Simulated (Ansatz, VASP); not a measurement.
# Ca in VASP and in Ansatz

POSCAR

```
Ca
1.0
   -2.2400000000      2.3072000000      2.2400000000
    2.2400000000     -2.3072000000      2.2400000000
    2.2400000000      2.3072000000     -2.2400000000
Ca
1
Direct
    0.0000000000      0.0000000000      0.0000000000
```

The input INCAR.step1:

```
  PREC = Accurate
  ENCUT = 550
  ISMEAR = 0
  SIGMA = 0.15
  LREAL = F
  LASPH = T
  NELM = 120
  NBANDS = 11
  GGA = PE
  ALGO = Normal
  EDIFF = 1E-5
  LWAVE = T
  LCHARG = F
  GGA_COMPAT = F
```

The input INCAR.step2:

```
  PREC = Accurate
  ENCUT = 550
  EDIFF = 1E-6
  ISMEAR = 0
  SIGMA = 0.15
  LREAL = F
  LASPH = T
  NELM = 120
  ALGO = Normal
  ISIF = 2
  LWAVE = F
  LCHARG = F
  METAGGA = R2SCAN
  LMIXTAU = T
  NBANDS = 11
  ISTART = 1
  GGA_COMPAT = F
```

File KPOINTS:

```
Automatic mesh
0
Gamma
  16 16 16
```

Input for Ansatz:

```yaml
crystal:
  lattice:
    - [-2.24, 2.3072, 2.24]
    - [2.24, -2.3072, 2.24]
    - [2.24, 2.3072, -2.24]
  atoms:
    - { symbol: Ca, position: [0.0, 0.0, 0.0] }
basis:
  ecutwfc: 500
kpoints:
  mp_grid: { grid: [16, 16, 16] }
hamiltonian:
  xc: r2scan
scf:
  occupations: { method: gaussian, width: 0.15 }
output:
  forces: true
  stress: true
  eigenvalues: true
```

Change from the starting cell: strain +0.0300 x Voigt [0, 1, 0, 0, 0, 0], atoms carried along.

Alike in both runs: task single point; functional r2SCAN; k mesh 16 × 16 × 16; occupations gaussian, width 0.15 eV; no spin polarisation.

|  | VASP | Ansatz |
| --- | --- | --- |
| version | VASP 6.6.1 | Ansatz 0.2.0 |
| potentials or method | VASP PAW PBE potentials, release 64 (Ca_sv), cutoff 550 eV | scalar-relativistic, plane waves, PAW |
| valence electrons in the cell | 10 | 10 |

```csv
,VASP,Ansatz,Ansatz less VASP
gap on the k mesh at the Fermi level (eV),none,none,-
pressure (GPa),-1.0,-1.1,-0.04
```

VASP's potentials were made for PBE, not for r2SCAN. A gap of «none» marks a metal or a gap that the smearing closes.
